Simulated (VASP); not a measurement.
# Ta3W2 in VASP: further runs

Ta3W2 is run at these levels: PBE; tasks: single point.

Everything below comes from runs of VASP 6.6.1. Logs are shortened: lines on timing, memory, paths and dates and some standing lists are left out, and cuts for length are marked.

## 1. The cell of the first run

The structure is orthorhombic, space group Fmmm (No. 69). Conventional cell: a = 3.239 Å, b = 4.580 Å, c = 22.901 Å, α = 90.00°, β = 90.00°, γ = 90.00°. Within 3.7 Å of Ta (site symmetry mmm) lie 8 W at 2.80 to 3.24 Å and 6 Ta at 2.80 to 3.24 Å. Ta (site symmetry mm2) has 10 Ta at 2.80 to 3.24 Å and 4 W at 2.80 to 3.24 Å within 3.7 Å. W (site symmetry mm2) has 8 Ta at 2.80 to 3.24 Å and 6 W at 2.80 to 3.24 Å within 3.7 Å.

## 2. Single point, PBE

Input file INCAR:

```
SYSTEM = Ta3W2
PREC = Accurate
ENCUT = 520
EDIFF = 1E-6
ISMEAR = 0
SIGMA = 0.1
LREAL = .False.
LASPH = .True.
NELM = 60
ALGO = Fast
ISIF = 2
LWAVE = .False.
LCHARG = .False.
GGA = PE
NBANDS = 38
```

Input file KPOINTS:

```
Automatic mesh
0
Gamma
  6 6 6
  0 0 0
```

Input file POSCAR:

```
Ta3W2
1.0
    0.0000000000      2.2901473300     11.4507366400
    1.6193787000      0.0000000000     11.4507366400
    1.6193787000      2.2901473300      0.0000000000
Ta W
3 2
Direct
    0.0000000000      0.0000000000      0.0000000000
    0.2000000000      0.2000000000      0.8000000000
    0.8000000000      0.8000000000      0.2000000000
    0.6000000000      0.6000000000      0.4000000000
    0.4000000000      0.4000000000      0.6000000000
```

Potentials or basis: VASP PAW PBE potentials, release 64 (Ta_pv, W_sv).

On the command line:

```
> cat potpaw_PBE.64/Ta_pv/POTCAR potpaw_PBE.64/W_sv/POTCAR > POTCAR
> mpirun -np 1 vasp_std > vasp.out
```

OUTCAR:

```text
SYSTEM = Ta3W2
   PREC = Accurate
   ENCUT = 520
   EDIFF = 1E-6
   ISMEAR = 0
   LREAL = .False.
   LASPH = .True.
   NELM = 60
   ISIF = 2
   GGA = PE

 ion  position               nearest neighbor table
   1  0.000  0.000  0.000-   4 2.80   4 2.80   5 2.80   5 2.80   5 3.24   4 3.24   4 3.24   5 3.24

   2  0.200  0.200  0.800-   3 2.80   3 2.80   4 2.80   4 2.80   3 3.24   3 3.24   4 3.24   4 3.24

   3  0.800  0.800  0.200-   2 2.80   2 2.80   5 2.80   5 2.80   2 3.24   2 3.24   5 3.24   5 3.24

   4  0.600  0.600  0.400-   2 2.80   2 2.80   1 2.80   1 2.80   1 3.24   2 3.24   2 3.24   1 3.24

   5  0.400  0.400  0.600-   1 2.80   1 2.80   3 2.80   3 2.80   3 3.24   1 3.24   1 3.24   3 3.24

  LATTYP: Found a face centered orthorhombic cell.
 ALAT       =     3.2387574000
 B/A-ratio  =     1.4142135685
 C/A-ratio  =     7.0710678361

  Lattice vectors:

 A1 = (   0.0000000000,   2.2901473300,  11.4507366400)
 A2 = (   1.6193787000,   0.0000000000,  11.4507366400)
 A3 = (   1.6193787000,   2.2901473300,   0.0000000000)

Analysis of symmetry for initial positions (statically):
=====================================================================
 Subroutine PRICEL returns:
 Original cell was already a primitive cell.

 Routine SETGRP: Setting up the symmetry group for a
 face centered orthorhombic supercell.

 Subroutine GETGRP returns: Found  8 space group operations
 (whereof  8 operations were pure point group operations)
 out of a pool of  8 trial point group operations.

The static configuration has the point symmetry D_2h.

Analysis of symmetry for dynamics (positions and initial velocities):
=====================================================================
 Subroutine PRICEL returns:
 Original cell was already a primitive cell.

 Routine SETGRP: Setting up the symmetry group for a
 face centered orthorhombic supercell.

 Subroutine GETGRP returns: Found  8 space group operations
 (whereof  8 operations were pure point group operations)
 out of a pool of  8 trial point group operations.

The dynamic configuration has the point symmetry D_2h.

 Subroutine INISYM returns: Found  8 space group operations
 (whereof  8 operations are pure point group operations),
 and found     1 'primitive' translations

----------------------------------------------------------------------------------------

                                     Primitive cell

  volume of cell :      84.9328

  direct lattice vectors                    reciprocal lattice vectors
     0.000000000  2.290147330 11.450736640    -0.308760391  0.218326565  0.043665313
     1.619378700  0.000000000 11.450736640     0.308760391 -0.218326565  0.043665313
     1.619378700  2.290147330  0.000000000     0.308760391  0.218326565 -0.043665313

  length of vectors
    11.677505915 11.564677124  2.804846193     0.380665375  0.380665375  0.380665375

  position of ions in fractional coordinates (direct lattice)
     0.000000000  0.000000000  0.000000000
     0.200000000  0.200000000  0.800000000
     0.800000000  0.800000000  0.200000000
     0.600000000  0.600000000  0.400000000
     0.400000000  0.400000000  0.600000000

  ion indices of the primitive-cell ions
   primitive index   ion index
                 1           1
                 2           2
                 3           3
                 4           4
                 5           5

----------------------------------------------------------------------------------------

 KPOINTS: Automatic mesh

Automatic generation of k-mesh.
 Grid dimensions read from file:
 generate k-points for:    6    6    6

 Generating k-lattice:

  Cartesian coordinates                     Fractional coordinates (reciprocal lattice)
    -0.051460065  0.036387761  0.007277552     0.166666667  0.000000000 -0.000000000
     0.051460065 -0.036387761  0.007277552     0.000000000  0.166666667  0.000000000
     0.051460065  0.036387761 -0.007277552    -0.000000000  0.000000000  0.166666667

  Length of vectors
     0.063444229  0.063444229  0.063444229

  Shift w.r.t. Gamma in fractional coordinates (k-lattice)
     0.000000000  0.000000000  0.000000000

 Subroutine IBZKPT returns following result:
 ===========================================

 Found     46 irreducible k-points:

 Following reciprocal coordinates:
            Coordinates               Weight
  0.000000  0.000000  0.000000      1.000000
  0.166667 -0.000000  0.000000      8.000000
  0.333333  0.000000  0.000000      8.000000
  0.500000 -0.000000  0.000000      4.000000
  0.166667  0.166667  0.000000      2.000000
  0.333333  0.166667  0.000000      8.000000
[... 16 lines left out ...]
 -0.166667  0.166667  0.166667      8.000000
  0.500000  0.333333  0.166667      4.000000
 [... further k-points ...]
   k-points           NKPTS =     46   k-points in BZ     NKDIM =     46   number of bands    NBANDS=     38
   number of dos      NEDOS =    301   number of ions     NIONS =      5
   total plane-waves  NPLWV = 194400
   dimension x,y,z NGX =    90 NGY =   90 NGZ =   24
   dimension x,y,z NGXF=   180 NGYF=  180 NGZF=   48
   ions per type =               3   2
   NGX,Y,Z   is equivalent  to a cutoff of  12.81, 12.94, 14.23 a.u.
   NGXF,Y,Z  is equivalent  to a cutoff of  25.63, 25.88, 28.45 a.u.
 SYSTEM =  Ta3W2
   PREC   = accura    normal or accurate (medium, high low for compatibility)
   ISTART =      0    job   : 0-new  1-cont  2-samecut
   ICHARG =      2    charge: 1-file 2-atom 10-const
   ISPIN  =      1    spin polarized calculation?
   LNONCOLLINEAR =      F non collinear calculations
   LSORBIT =      F    spin-orbit coupling
   LASPH  =      T    aspherical Exc in radial PAW
   ENCUT  =  520.0 eV  38.22 Ry    6.18 a.u.  21.71 21.50  5.22*2*pi/ulx,y,z
   NELM   =     60;   NELMIN=  2; NELMDL= -5     # of ELM steps
   EDIFF  = 0.1E-05   stopping-criterion for ELM
   LREAL  =      F    real-space projection
   EDIFFG = 0.1E-04   stopping-criterion for IOM
   NSW    =      0    number of steps for IOM
   IBRION =     -1    ionic relax: 0-MD 1-quasi-New 2-CG
   NFREE  =      0    steps in history (QN), initial steepest desc. (CG)
   ISIF   =      2    stress and relaxation
   ISYM   =      2    0-nonsym 1-usesym 2-fastsym
   POTIM  = 0.5000    time-step for ionic-motion
   TEBEG  =    0.0;   TEEND  =   0.0 temperature during run
   PSTRESS=    0.0 pullay stress
   NELECT =      61.0000    total number of electrons
   NUPDOWN=      -1.0000    fix difference up-down
   EMIN   =  10.00;   EMAX   =-10.00  energy-range for DOS
   EFERMI =   0.00;   METHOD = LEGACY
   ISMEAR =     0;   SIGMA  =   0.10  broadening in eV -4-tet -1-fermi 0-gaus
   EFERMI_NEDOS =   21; number of points for ismear=-14 and -15
   IALGO  =     68    algorithm
   IMIX   =      4    mixing-type and parameters
     AMIX     =   0.40;   BMIX     =  1.00
     AMIX_MAG =   1.60;   BMIX_MAG =  1.00
  volume/ion in A,a.u.               =      16.99       114.63
  Fermi-wavevector in a.u.,A,eV,Ry     =   1.466087  2.770502 29.244506  2.149411
  Thomas-Fermi vector in A             =   2.581866
   LORBIT       =      0    0 simple, 1 ext, 2 COOP (PROOUT), +10 PAW based schemes
   GGA     = PE    functional components
   LHFCALC =     F    Hartree Fock is set to
   AEXX    =    0.0000 exact exchange contribution
   IVDW    =     0    specifies the selected vdW correction
   LEPSILON=     F    determine dielectric tensor
   LRPA    =     F    only Hartree local field effects (RPA)
 non-spin polarized calculation
 RMM-DIIS sequential band-by-band and
 Gauss-broadening in eV      SIGMA  =   0.10
  energy-cutoff  :      520.00
  volume of cell :       84.93
 maximum number of plane-waves:      2306
 NGX is ok and might be reduce to    90
   NGX = 43   NGY = 43   NGZ = 11

 number of electron      60.9999999 magnetization

 Free energy of the ion-electron system (eV)
  ---------------------------------------------------
  ext. energy  EPLUGINS =         0.00000000
  ---------------------------------------------------
  free energy    TOTEN  =       -61.45787770 eV

  energy without entropy =      -61.42315726  energy(sigma->0) =      -61.44051748

 E-fermi :   7.4557     XC(G=0): -13.0529

 val. band max:        7.4510451255   @ k =  -0.1667   0.1667  -0.0000
 cond. band min:       7.4650296337   @ k =  -0.3333   0.0000   0.3333
 fundamental gap:      0.0139845082
 Fermi energy:         7.4556991882

 k-point     1 :       0.0000    0.0000    0.0000
  band No.  band energies     occupation
      1     -65.9070      2.00000
      2     -65.9069      2.00000
      3     -30.2138      2.00000
      4     -30.1817      2.00000
      5     -29.8123      2.00000
      6     -29.8091      2.00000
[... 30 lines left out ...]
     37      10.3651      0.00000
     38      10.4992      0.00000

 k-point     2 :       0.1667   -0.0000    0.0000
  band No.  band energies     occupation
      1     -65.8945      2.00000
      2     -65.8945      2.00000
      3     -30.1807      2.00000
      4     -30.1599      2.00000
      5     -29.9529      2.00000
      6     -29.9502      2.00000
[... 30 lines left out ...]
     37      10.2305      0.00000
     38      10.5581      0.00000

 k-point     3 :       0.3333    0.0000    0.0000
  band No.  band energies     occupation
      1     -65.8697      2.00000
      2     -65.8697      2.00000
      3     -30.3185      2.00000
      4     -30.3083      2.00000
      5     -30.1179      2.00000
      6     -30.1124      2.00000
[... 30 lines left out ...]
     37      11.2864      0.00000
     38      11.6743      0.00000

 k-point     4 :       0.5000   -0.0000    0.0000
  band No.  band energies     occupation
      1     -65.8572      2.00000
      2     -65.8572      2.00000
      3     -30.5006      2.00000
      4     -30.4877      2.00000
      5     -30.0987      2.00000
      6     -30.0782      2.00000
[... 30 lines left out ...]
     37      11.3693      0.00000
     38      11.7234      0.00000
[... 703 lines left out ...]
      4     -30.4516      2.00000
      5     -30.0776      2.00000
      6     -30.0659      2.00000
[... 30 lines left out ...]
     37      11.4333      0.00000
     38      12.0298      0.00000

 k-point    23 :      -0.1667    0.1667    0.1667
  band No.  band energies     occupation
      1     -65.8572      2.00000
      2     -65.8572      2.00000
      3     -30.3266      2.00000
      4     -30.3145      2.00000
      5     -30.0963      2.00000
      6     -30.0785      2.00000
[... 30 lines left out ...]
     37      11.3789      0.00000
     38      11.4889      0.00000

 k-point    24 :       0.5000    0.3333    0.1667
  band No.  band energies     occupation
      1     -65.8853      2.00000
      2     -65.8852      2.00000
      3     -30.1691      2.00000
      4     -30.1398      2.00000
      5     -29.9064      2.00000
      6     -29.9028      2.00000
[... 30 lines left out ...]
     37       9.1919      0.00000
     38       9.4724      0.00000

 [... further k-points ...]

------------------------ aborting loop because EDIFF is reached ----------------------------------------

  FORCE on cell =-STRESS in cart. coord.  units (eV):
  Direction    XX          YY          ZZ          XY          YZ          ZX
  --------------------------------------------------------------------------------------
  -------------------------------------------------------------------------------------
  Total        2.3383917      3.5002853      2.0021675      0.0000000      0.0000000      0.0000000
  in kB       44.1115767     66.0296147     37.7690204      0.0000000      0.0000000      0.0000000
  external PRESSURE =      49.3034039 kB  Pullay stress =       0.0000000 kB

 VOLUME and BASIS-vectors are now :
 -----------------------------------------------------------------------------
  energy-cutoff  :      520.00
  volume of cell :       84.93
      direct lattice vectors                 reciprocal lattice vectors
     0.000000000  2.290147330 11.450736640    -0.308760391  0.218326565  0.043665313
     1.619378700  0.000000000 11.450736640     0.308760391 -0.218326565  0.043665313
     1.619378700  2.290147330  0.000000000     0.308760391  0.218326565 -0.043665313

 POSITION                                       TOTAL-FORCE (eV/Angst)
 -----------------------------------------------------------------------------------
      0.00000      0.00000      0.00000         0.000000      0.000000      0.000000
      1.61938      2.29015      4.58029         0.000000      0.000000     -0.789645
      1.61938      2.29015     18.32118         0.000000      0.000000      0.789645
      1.61938      2.29015     13.74088         0.000000      0.000000     -0.016785
      1.61938      2.29015      9.16059         0.000000      0.000000      0.016785
 -----------------------------------------------------------------------------------
    total drift:                                0.000000     -0.000000      0.000000

  FREE ENERGIE OF THE ION-ELECTRON SYSTEM (eV)
  ---------------------------------------------------
  free  energy   TOTEN  =       -61.4578777046 eV

  energy  without entropy=      -61.4231572565  energy(sigma->0) =      -61.44051748
```

Wall time 23 min (1 thread of Oxide Virtual Turin-like, shared host); peak memory 0.43 GiB.

What came out:

* Free energy: -61.4579 eV
* Pressure: 4.9 GPa
* Largest force: 0.790 eV/Å
* Band gap on the k mesh: zero (an odd number of electrons rules out a gap without spin polarisation)

Forces on the atoms (eV/Å):
```
Ta   0.000  0.000  0.000
Ta   0.000  0.000 -0.790
Ta   0.000  0.000  0.790
W    0.000  0.000 -0.017
W    0.000  0.000  0.017
```

Levels at points of the mesh, in eV from the Fermi level:
```tsv
k point	band 27	band 28	band 29	band 30	band 31	band 32	band 33	band 34
(0.00, 0.00, 0.00)	-0.34	-0.06	0.21	0.33	0.43	0.59	0.67	1.57
(0.50, 0.00, 0.00)	-1.56	-0.68	-0.56	0.65	0.75	1.64	2.61	2.89
(0.50, 0.50, 0.00)	-0.32	-0.02	0.08	0.28	0.43	0.51	0.79	1.62
(0.50, 0.00, 0.50)	-1.37	-0.55	0.08	1.03	1.61	1.75	3.48	4.39
(0.00, 0.50, 0.50)	-1.50	0.36	0.39	1.63	1.64	2.19	2.21	2.63
```

Caveat: the k points lie up to 0.40 Å⁻¹ apart, too coarse for converged energies and pressures of a metal; spin-orbit coupling is left out, which moves the levels of the heavy elements.

(Part 1 of 2 ends here.)
